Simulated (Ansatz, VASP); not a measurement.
**One calculation of Pt, two programs**

```
Pt
1.0
     4.50091    0.00000    0.00000
    -2.25046    3.89790    0.00000
     0.00000    0.00000    2.67918
Pt
3
Direct
  0.00000 0.00000 0.00000
  0.33333 0.66667 0.50000
  0.66667 0.33333 0.50000
```

Alike in both runs: functional r2SCAN; k mesh 12 × 12 × 18; occupations gaussian, width 0.1 eV; no spin polarisation.

Ansatz relaxed the structure, and its values are those at the end. VASP's run is a single point on that final structure, the one shown.

```csv
,VASP,Ansatz
version,VASP 6.6.1,Ansatz 0.2.0
potentials or method,"VASP PAW PBE potentials, release 64 (Pt), cutoff 520 eV","scalar-relativistic, plane waves, PAW"
valence electrons in the cell,30,54
```

Ansatz gave:

| Property | Result |
| --- | --- |
| gap on the k mesh at the Fermi level (eV) | none |
| pressure (GPa) | 0.0 |

Problem. Estimate VASP's values.

Solution. gap on the k mesh at the Fermi level (eV): none; pressure (GPa): 0.6.

VASP's potentials were made for PBE, not for r2SCAN. A gap of «none» marks a metal or a gap that the smearing closes. With one functional, cell and mesh, what is left measures potentials, basis and numerics. VASP's potentials hold 30 valence electrons a cell and Ansatz's 54, so a difference there can come from the potentials and not from the codes.

Neither program's run includes spin-orbit coupling.
